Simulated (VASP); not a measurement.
Crystal: GeCN2.

```
Ge C N
1.0
     1.79379    1.03565    4.92196
    -1.79379    1.03565    4.92196
     0.00000   -2.07129    4.92196
Ge C N
1 1 2
Direct
  0.00000 0.00000 0.00000
  0.50000 0.50000 0.50000
  0.41610 0.41610 0.41610
  0.58390 0.58390 0.58390
```

| Quantity | Value |
| --- | --- |
| Program | VASP 6.6.1 |
| Task | relaxation of cell and atoms |
| Functional | LDA |
| Potentials or basis | VASP PAW LDA potentials, release 64 (Ge_d, C, N) |
| Cutoff | 600 eV |
| k mesh | 9 × 9 × 9 |
| Occupations | gaussian, width 0.02 eV |
| Spin | no spin polarisation |

At the start: pressure -6.5 GPa; volume 13.72 Å³/atom.

**Question.** How do energy, volume and symmetry change on relaxing?

**Answer.** Over 40 steps the energy falls by 24.5 meV/atom and the volume is 12.45 Å³/atom (-9.2 %); space group R-3m (No. 166, to 0.1 Å) before and after.

Step by step:
| step | energy change (eV) | largest force (eV/Å) | pressure (GPa) | volume (Å³) |
| --- | --- | --- | --- | --- |
| 1 | 0.0000 | 0.1932 | -6.51 | 54.86 |
| 2 | 0.0866 | 4.0968 | 9.04 | 50.55 |
| 3 | -0.0342 | 1.1351 | -1.60 | 53.33 |
| 4 | -0.0880 | 0.1902 | -0.84 | 51.15 |
| 5 | -0.0932 | 0.1595 | -0.62 | 50.32 |
| 6 | -0.0931 | 0.2308 | -0.39 | 50.14 |
| 7 | -0.0932 | 0.2042 | -0.32 | 50.21 |
| 8 | -0.0941 | 0.0242 | 0.59 | 49.90 |
| 9 | -0.0942 | 0.0169 | 0.54 | 49.91 |
| 10 | -0.0953 | 0.0464 | 0.52 | 49.80 |
| 11 | -0.0964 | 0.1469 | 0.37 | 49.63 |
| 12 | -0.0965 | 0.1869 | 0.27 | 49.56 |
| 13 | -0.0973 | 0.0015 | 0.64 | 49.50 |
| 14 | -0.0973 | 0.0433 | 0.76 | 49.49 |
| 15 | -0.0979 | 0.0251 | 0.29 | 49.60 |
| 16 | -0.0979 | 0.0327 | 0.14 | 49.61 |
| 17 | -0.0979 | 0.0282 | 0.23 | 49.61 |
| 18 | -0.0979 | 0.0144 | 0.24 | 49.66 |
| 19 | -0.0980 | 0.0522 | 0.14 | 49.71 |
| 20 | -0.0980 | 0.0391 | 0.28 | 49.69 |
| 21 | -0.0980 | 0.0465 | 0.19 | 49.70 |
| 22 | -0.0980 | 0.0028 | 0.04 | 49.77 |
| 23 | -0.0980 | 0.0106 | -0.15 | 49.79 |
| 24 | -0.0980 | 0.0012 | 0.07 | 49.77 |
| 25 | -0.0980 | 0.0071 | -0.07 | 49.78 |
| 26 | -0.0980 | 0.0034 | -0.07 | 49.78 |
| 27 | -0.0980 | 0.0011 | -0.02 | 49.77 |
| 28 | -0.0980 | 0.0036 | -0.03 | 49.79 |
| 29 | -0.0981 | 0.0181 | -0.10 | 49.84 |
| 30 | -0.0981 | 0.0133 | 0.02 | 49.82 |
| 31 | -0.0981 | 0.0175 | -0.06 | 49.83 |
| 32 | -0.0981 | 0.0101 | -0.02 | 49.83 |
| 33 | -0.0981 | 0.0071 | -0.02 | 49.82 |
| 34 | -0.0981 | 0.0101 | -0.03 | 49.82 |
| 35 | -0.0981 | 0.0142 | -0.01 | 49.82 |
| 36 | -0.0981 | 0.0118 | -0.01 | 49.82 |
| 37 | -0.0981 | 0.0101 | -0.02 | 49.82 |
| 38 | -0.0981 | 0.0098 | -0.03 | 49.82 |
| 39 | -0.0981 | 0.0243 | 0.11 | 49.81 |
| 40 | -0.0981 | 0.0021 | -0.01 | 49.82 |

Final structure:
```
CELL_PARAMETERS angstrom
1.71960 0.99281 4.86352
-1.71960 0.99281 4.86352
0.00000 -1.98563 4.86352
ATOMIC_POSITIONS crystal
Ge 0.00000 0.00000 0.00000
C 0.50000 0.50000 0.50000
N 0.41548 0.41548 0.41548
N 0.58452 0.58452 0.58452
```
